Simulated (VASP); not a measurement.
# SiO2 in VASP: notebook, part 2 of 2

VASP 6.6.1. Earlier steps stand in the parts before.

## (4) Single point, PBE+D3(BJ)

The input, INCAR:

```
SYSTEM = SiO2
PREC     = Accurate       ! precision mode
ENCUT    = 520            ! plane-wave cutoff, eV
EDIFF    = 1E-7           ! SCF threshold, eV
ISMEAR   = -1             ! smearing method
SIGMA    = 0.02           ! smearing width, eV
LREAL    = Auto         
LASPH    = .TRUE.         ! aspherical terms in the spheres
NELM     = 80             ! most SCF steps
ALGO     = Normal         ! electronic algorithm
ISIF     = 2              ! what is computed and relaxed
LWAVE    = .FALSE.        ! write WAVECAR
LCHARG   = .TRUE.         ! write CHGCAR
GGA      = PE             ! functional
IVDW     = 12             ! dispersion correction
LELF     = .TRUE.         ! ELF
LVHAR    = .TRUE.       
NBANDS   = 82             ! bands
```

The input, KPOINTS:

```
regular mesh
0
G
  2 2 1
  0 0 0
```

The input, POSCAR:

```
SiO2
1.0
    5.9131100000      0.0000000000      0.0000000000
    0.0000000000      5.3324000000      0.0000000000
    0.0000000000      0.0000000000     15.7677400000
Si O
8 16
Direct
    0.0000000000      0.0000000000      0.0634206297
    0.5000076102      0.2500000000      0.0634206297
    0.5226352968     -0.0202910509      0.2760573170
    1.0193789732      0.2593016278      0.2769896003
    0.0000000000      0.5000000000      0.0634206297
    0.5000076102      0.7500000000      0.0634206297
    0.5111354262      0.5213787413      0.2842639465
    1.0232009890      0.7534881104      0.2573228630
    0.0154233559     -0.0033943440      0.1740959706
    0.1937051738      0.2500000000      0.0634206297
    0.5088692752      0.0071825069      0.1268222332
    0.8062931351      0.2500000000      0.0634206297
    0.5220772149     -0.1207711349      0.3820141631
    0.6911422246      0.2511627035      0.2664046972
    0.0210379986     -0.0059635436      0.3312142387
    0.3392800066      0.2568449479      0.2621618571
    0.0083204946      0.4911484510      0.1755165927
    0.1937051738      0.7500000000      0.0634206297
    0.5122008554      0.4987997900      0.1192054156
    0.8062931351      0.7500000000      0.0634206297
    0.5257470265      0.6337484060      0.3866438691
    0.7008494684      0.7375290676      0.2447084998
    0.0130050008      0.5161840822      0.3326158346
    0.3179714228      0.7517815618      0.2514754810
```

Potentials or basis: VASP PAW PBE potentials, release 64 (Si, O).

On the command line:

```
$ cat potpaw_PBE.64/Si/POTCAR potpaw_PBE.64/O/POTCAR > POTCAR
$ mpirun -np 1 vasp_std > vasp.out
```

OUTCAR:

```text
SYSTEM = SiO2
   PREC = Accurate
   ENCUT = 520
   EDIFF = 1E-7
   ISMEAR = -1
   LREAL = Auto
   LASPH = .TRUE.
   NELM = 80
   ISIF = 2
   GGA = PE
   IVDW = 12
 IVDW          = 12

 ion  position               nearest neighbor table
   1  0.000  0.000  0.063-   9 1.75  10 1.76  18 1.76  12 1.76  20 1.76   5 2.67   5 2.67
   2  0.500  0.250  0.063-  19 1.59  11 1.64  12 1.81  10 1.81   6 2.67   6 2.67
   3  0.523  0.980  0.276-  22 1.74  13 1.75  24 1.76  14 1.76  16 1.85  11 2.36   7 2.45  21 2.54
                             7 2.89
   4  0.019  0.259  0.277-  23 1.63  15 1.65  16 1.91  14 1.95  17 2.02   9 2.14   8 2.65   8 2.72

   5  0.000  0.500  0.063-  10 1.76  18 1.76  12 1.76  20 1.76  17 1.77   1 2.67   1 2.67
   6  0.500  0.750  0.063-  19 1.60  11 1.70  20 1.81  18 1.81   2 2.67   2 2.67
   7  0.511  0.521  0.284-  21 1.72  22 1.73  24 1.76  16 1.77  14 1.81   3 2.45  13 2.45   3 2.89

   8  0.023  0.753  0.257-  15 1.73  23 1.74  24 1.75   9 1.85  17 1.90  22 1.92   4 2.65   4 2.72

   9  0.015  0.997  0.174-   1 1.75   8 1.85   4 2.14
  10  0.194  0.250  0.063-   1 1.76   5 1.76   2 1.81
  11  0.509  0.007  0.127-   2 1.64   6 1.70   3 2.36
  12  0.806  0.250  0.063-   1 1.76   5 1.76   2 1.81
  13  0.522  0.879  0.382-  21 1.31   3 1.75   7 2.45
  14  0.691  0.251  0.266-   3 1.76   7 1.81   4 1.95
  15  0.021  0.994  0.331-   4 1.65   8 1.73
  16  0.339  0.257  0.262-   7 1.77   3 1.85   4 1.91
  17  0.008  0.491  0.176-   5 1.77   8 1.90   4 2.02
  18  0.194  0.750  0.063-   1 1.76   5 1.76   6 1.81
  19  0.512  0.499  0.119-   2 1.59   6 1.60
  20  0.806  0.750  0.063-   1 1.76   5 1.76   6 1.81
  21  0.526  0.634  0.387-  13 1.31   7 1.72   3 2.54
  22  0.701  0.738  0.245-   7 1.73   3 1.74   8 1.92
  23  0.013  0.516  0.333-   4 1.63   8 1.74
  24  0.318  0.752  0.251-   8 1.75   7 1.76   3 1.76

  LATTYP: Found a simple orthorhombic cell.
 ALAT       =     5.3324000000
 B/A-ratio  =     1.1089021829
 C/A-ratio  =     2.9569687195

  Lattice vectors:

 A1 = (   0.0000000000,  -5.3324000000,   0.0000000000)
 A2 = (   5.9131100000,   0.0000000000,   0.0000000000)
 A3 = (   0.0000000000,   0.0000000000,  15.7677400000)

Analysis of symmetry for initial positions (statically):
[... 174 lines left out ...]
   LHFCALC =     F    Hartree Fock is set to
   AEXX    =    0.0000 exact exchange contribution
   IVDW    =    12    specifies the selected vdW correction
   LEPSILON=     F    determine dielectric tensor
   LRPA    =     F    only Hartree local field effects (RPA)
 non-spin polarized calculation
  energy-cutoff  :      520.00
  volume of cell :      497.17
 maximum number of plane-waves:     13448
 NGX is ok and might be reduce to    48
   NGX = 21   NGY = 19   NGZ = 59

 number of electron     128.0000002 magnetization

 Free energy of the ion-electron system (eV)
  ---------------------------------------------------
  ext. energy  EPLUGINS =         0.00000000
  ---------------------------------------------------
  free energy    TOTEN  =      -167.96172684 eV

  energy without entropy =     -167.94225764  energy(sigma->0) =     -167.95199224

 E-fermi :   0.1398     XC(G=0):  -5.7880

 val. band max:        0.1360811534   @ k =   0.0000   0.5000   0.0000
 cond. band min:       0.3096134911   @ k =   0.0000   0.0000   0.0000
 fundamental gap:      0.1735323377
 Fermi energy:         0.1397847517

 k-point     1 :       0.0000    0.0000    0.0000
  band No.  band energies     occupation
      1     -24.4347      2.00000
      2     -23.9182      2.00000
      3     -22.4151      2.00000
      4     -21.8319      2.00000
      5     -21.7371      2.00000
      6     -21.3109      2.00000
[... 305 lines left out ...]
     75       6.6026      0.00000
     76       7.0513      0.00000
 [bands above 76 left out]

------------------------ aborting loop because EDIFF is reached ----------------------------------------

 Edisp (eV)   -3.69252

 E8    (eV) :    -1.3197

  FORCE on cell =-STRESS in cart. coord.  units (eV):
  Direction    XX          YY          ZZ          XY          YZ          ZX
  --------------------------------------------------------------------------------------
  -------------------------------------------------------------------------------------
  Total      18.35989     7.15409    -6.81542    -0.49143     0.10904    -3.02468
  in kB      59.16603    23.05456   -21.96318    -1.58367     0.35139    -9.74725
  external pressure =       20.09 kB  Pullay stress =        0.00 kB

 VOLUME and BASIS-vectors are now :
 -----------------------------------------------------------------------------
  energy-cutoff  :      520.00
  volume of cell :      497.17
      direct lattice vectors                 reciprocal lattice vectors
     5.913110000  0.000000000  0.000000000     0.169115745  0.000000000  0.000000000
     0.000000000  5.332400000  0.000000000     0.000000000  0.187532818  0.000000000
     0.000000000  0.000000000 15.767740000     0.000000000  0.000000000  0.063420630

 POSITION                                       TOTAL-FORCE (eV/Angst)
 -----------------------------------------------------------------------------------
      0.00000      0.00000      1.00000         0.124203      0.092898      7.035122
      2.95660      1.33310      1.00000        -0.013227     -1.857326     -1.253436
      3.09040      5.22420      4.35280        -0.343167      2.859777     -0.751894
      0.11459      1.38270      4.36750        -0.341451     -0.800515     -1.860227
      0.00000      2.66620      1.00000         0.083837     -0.234756      7.126242
      2.95660      3.99930      1.00000         0.094146      2.501084     -0.605076
[... 16 lines left out ...]
      0.07690      2.75250      5.24460         0.202893      0.474029     -0.669926
      1.88020      4.00880      3.96520         1.073886     -0.305859     -0.205395
 -----------------------------------------------------------------------------------
    total drift:                                0.016163      0.005405     -0.004467

  FREE ENERGIE OF THE ION-ELECTRON SYSTEM (eV)
  ---------------------------------------------------
  free  energy   TOTEN  =      -171.6542420920 eV

  energy  without entropy=     -171.6347728911  energy(sigma->0) =     -171.64450749
```

OSZICAR:

```text
N       E                     dE             d eps       ncg     rms          rms(c)
DAV:   1     0.115670069506E+04    0.11567E+04   -0.61355E+04   656   0.136E+03
DAV:   2    -0.458427268314E+02   -0.12025E+04   -0.11486E+04   886   0.343E+02
DAV:   3    -0.187106128234E+03   -0.14126E+03   -0.14012E+03   792   0.124E+02
[... 28 lines left out ...]
DAV:  32    -0.167961729474E+03    0.13487E-05   -0.56564E-07   640   0.318E-03    0.785E-03
DAV:  33    -0.167961728133E+03    0.13415E-05   -0.47112E-07   704   0.363E-03    0.564E-03
DAV:  34    -0.167961727410E+03    0.72300E-06   -0.28841E-07   680   0.246E-03    0.526E-03
DAV:  35    -0.167961726908E+03    0.50131E-06   -0.20323E-07   608   0.261E-03    0.384E-03
DAV:  36    -0.167961726844E+03    0.64758E-07   -0.30070E-07   630   0.263E-03
   1 F= -.17165424E+03 E0= -.17164451E+03  d E =-.194692E-01
```

Wall time 7.2 min (1 thread of Intel Xeon Platinum 8259CL at 2.50GHz (Skylake/Cascade Lake), shared host); peak memory 0.53 GiB.

Results:

```
Free energy                : -171.6542 eV
Largest force              : 7.131 eV/Å
Dispersion energy per atom : -0.154 eV
```

Forces on the atoms (eV/Å):
```
Si   0.124  0.093  7.035
Si  -0.013 -1.857 -1.253
Si  -0.343  2.860 -0.752
Si  -0.341 -0.801 -1.860
Si   0.084 -0.235  7.126
Si   0.094  2.501 -0.605
Si   0.311 -3.132 -1.029
Si  -1.213  0.131 -0.107
O   -0.335 -0.180  0.788
O   -1.118  0.101 -3.480
O   -0.402 -1.155  0.749
O    1.801 -0.096 -3.457
O    0.050  5.647 -0.088
O    2.506 -0.096  0.999
O   -0.347 -0.077 -0.993
O   -2.497 -0.075  1.197
O    0.276  0.646  0.767
O   -1.069 -0.271 -3.323
O   -0.682  0.327  1.694
O    1.742  0.001 -3.321
O   -0.124 -5.348  0.247
O    0.220  0.846  0.541
O    0.203  0.474 -0.670
O    1.074 -0.306 -0.205
```

Levels at points of the mesh, in eV from the Fermi level:
```
           k point  band 62  band 63  band 64  band 65  band 66  band 67
(0.00, 0.00, 0.00)    -0.93    -0.90    -0.04     0.17     0.72     1.12
(0.50, 0.00, 0.00)    -1.48    -0.49    -0.13     0.47     0.95     1.74
(0.00, 0.50, 0.00)    -0.88    -0.37    -0.17     0.00     0.81     0.82
(0.50, 0.50, 0.00)    -1.36    -0.06    -0.01     0.17     0.65     0.67
```

Caveat: the k points lie up to 0.59 Å⁻¹ apart.

## (5) The runs side by side

```tsv
cell	gap on the mesh (eV)	largest force (eV/Å)
as given, atomic positions A	none	6.47
as given, atomic positions B	0.02	7.70
as given, atomic positions C	-	7.13
```

Alike in all rows: task single point; level PBE+D3(BJ); potentials or basis VASP PAW PBE potentials, release 64 (Si, O); no spin polarisation; k mesh 2 × 2 × 1; cutoff (eV) 520; smearing fermi-dirac 0.02 eV.

Caveats: all runs use coarse meshes.

Total energies depend on the potentials used, so only differences within one code and one set of settings carry meaning.
